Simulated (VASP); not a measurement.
Input of a VASP 6.6.1 run:

Contents of INCAR:

```
SYSTEM = GaP
  PREC = Accurate
  ENCUT = 500
  EDIFF = 1E-6
  ISMEAR = 0
  SIGMA = 0.01
  LREAL = .FALSE.
  LASPH = .TRUE.
  NELM = 120
  ALGO = Normal
  ISIF = 2
  LWAVE = .FALSE.
  LCHARG = .TRUE.
  GGA = PE
  LELF = .TRUE.
  LVHAR = .TRUE.
  NBANDS = 16
  GGA_COMPAT = .FALSE.
```

File KPOINTS:

```
Automatic mesh
0
G
  4 4 4
  0 0 0
```

The input POSCAR:

```
GaP
1.0
    0.0000000000      2.7253992874      2.7253992874
    2.7253992874      0.0000000000      2.7253992874
    2.7253992874      2.7253992874      0.0000000000
Ga P
1 1
Direct
    0.0000000000      0.0000000000      0.0000000000
    0.2500000000      0.2500000000      0.2500000000
```

Potentials or basis: VASP PAW PBE potentials, release 64 (Ga_d, P).

Command:

```sh
$ cat potpaw_PBE.64/Ga_d/POTCAR potpaw_PBE.64/P/POTCAR > POTCAR
$ mpirun -np 1 vasp_std > vasp.out
```

(1) What does it give for the pressure?

(2) What does it give for the band gap on the k mesh?

Results:

(1) 2.8 GPa.

(2) 1.63 eV, indirect (least direct gap 1.82 eV).

Caveat: the k points lie up to 0.50 Å⁻¹ apart.
